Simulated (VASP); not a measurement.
Set up this calculation in VASP 6.6.1, as the native input.

```
Task                   : single point
Functional             : r2SCAN
Potentials or basis    : VASP PAW PBE potentials, release 64 (N)
Cutoff                 : 520 eV
k mesh                 : 6 × 6 × 6
Occupations            : gaussian, width 0.01 eV
Spin                   : no spin polarisation
Dipole correction      : no
Further INCAR settings : ALGO = Normal; EDIFF = 1e-06; NBANDS = 30
```

N:

```
N
1.0
     5.47765    0.00000    0.00000
     0.00000    5.47765    0.00000
     0.00000    0.00000    5.47765
N
8
Direct
  0.05761 0.05761 0.05761
  0.44239 0.94239 0.55761
  0.55761 0.44239 0.94239
  0.94239 0.55761 0.44239
  0.94239 0.94239 0.94239
  0.55761 0.05761 0.44239
  0.44239 0.55761 0.05761
  0.05761 0.44239 0.55761
```

These files were run (other wordings do the same):

POSCAR

```
N
1.0
    5.4776487699      0.0000000000      0.0000000000
    0.0000000000      5.4776487699      0.0000000000
    0.0000000000      0.0000000000      5.4776487699
N
8
Direct
    0.0576092967      0.0576092967      0.0576092967
    0.4423907033      0.9423907033      0.5576092967
    0.5576092967      0.4423907033      0.9423907033
    0.9423907033      0.5576092967      0.4423907033
    0.9423907033      0.9423907033      0.9423907033
    0.5576092967      0.0576092967      0.4423907033
    0.4423907033      0.5576092967      0.0576092967
    0.0576092967      0.4423907033      0.5576092967
```

INCAR.step1

```
PREC = Accurate
ENCUT = 520
ISMEAR = 0
SIGMA = 0.01
LREAL = False
LASPH = True
NELM = 60
NBANDS = 30
GGA = PE
ALGO = Normal
EDIFF = 1E-4
LWAVE = True
LCHARG = False
```

INCAR.step2

```
PREC = Accurate
ENCUT = 520
EDIFF = 1E-6
ISMEAR = 0
SIGMA = 0.01
LREAL = False
LASPH = True
NELM = 60
ALGO = Normal
ISIF = 2
LWAVE = False
LCHARG = False
METAGGA = R2SCAN
LMIXTAU = True
NBANDS = 30
ISTART = 1
```

KPOINTS

```
regular mesh
0
Gamma
  6 6 6
```

Potentials or basis: VASP PAW PBE potentials, release 64 (N).

Command:

```sh
$ cat potpaw_PBE.64/N/POTCAR > POTCAR
$ cp INCAR.step1 INCAR
$ mpirun -np 1 vasp_std > vasp.out
$ cp INCAR.step2 INCAR
$ mpirun -np 1 vasp_std > vasp.out
```

It gave:

| Property | Result |
| --- | --- |
| Pressure | 3.2 GPa |
| Largest force | 2.246 eV/Å |
| Band gap on the k mesh | 7.97 eV (least direct gap 8.00 eV) |

Caveat: the standard files for N, O and F lose accuracy on very short bonds; the cell stands under pressure; the PAW data sets were made with another functional, which shifts forces and pressure a little.

Wall time 3.1 min on 1 thread of Intel(R) Xeon(R) 6975P-C (Granite Rapids), on a shared host, peak memory 0.31 GiB.
